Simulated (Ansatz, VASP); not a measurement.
## Rb: VASP beside Ansatz

```
Rb
1.0
     5.20820    0.00000    0.00000
    -2.60410    4.51043    0.00000
     0.00000    0.00000    8.58760
Rb
2
Direct
  0.33333 0.66667 0.25000
  0.66667 0.33333 0.75000
```

Alike in both runs: task single point; functional RPBE; k mesh 8 × 8 × 4; occupations fermi-dirac, width 0.1 eV; no spin polarisation.

|  | VASP | Ansatz |
| --- | --- | --- |
| version | VASP 6.6.1 | Ansatz 0.2.0 |
| potentials or method | VASP PAW PBE potentials, release 64 (Rb_sv), cutoff 520 eV | plane waves (420 eV) with PAW, scalar-relativistic |
| valence electrons in the cell | 18 | 18 |

|  | VASP | Ansatz | Ansatz less VASP |
| --- | --- | --- | --- |
| pressure (GPa) | 0.0 | 0.0 | 0.00 |

VASP's potentials were made for PBE, not for RPBE.
